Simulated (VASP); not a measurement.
A run of VASP 6.6.1 is set up as follows.

Contents of INCAR:

```
SYSTEM = Ca
PREC = Accurate
ENCUT = 520
EDIFF = 1E-7
ISMEAR = -1
SIGMA = 0.1
LREAL = .FALSE.
LASPH = .TRUE.
NELM = 80
ALGO = Normal
ISIF = 2
LWAVE = .FALSE.
LCHARG = .FALSE.
GGA = PS
NBANDS = 22
```

File KPOINTS:

```
Automatic mesh
0
G
  7 7 10
  0 0 0
```

Contents of POSCAR:

```
Ca
1.0
    6.4399145845      0.0000000000      0.0000000000
   -3.2199572923      5.5771296284      0.0000000000
    0.0000000000      0.0000000000      3.8439180333
Ca
3
Direct
    1.0000000000      1.0000000000      0.0000000000
    0.3333333333      0.6666666667      0.5000000000
    0.6666666667      0.3333333333      0.5000000000
```

Potentials or basis: VASP PAW PBE potentials, release 64 (Ca_sv).

Run with:

```console
$ cat potpaw_PBE.64/Ca_sv/POTCAR > POTCAR
$ mpirun -np 1 vasp_std > vasp.out
```

Estimate the band gap on the k mesh.

zero (bands 15 and 16 overlap by 0.46 eV).

Predict the pressure.

-1.6 GPa.

Stress tensor (GPa, compression positive):
```
-1.70  0.00  0.00
 0.00 -1.70  0.00
 0.00  0.00 -1.54
```

Caveat: the PAW data sets were made with another functional, which shifts forces and pressure a little.
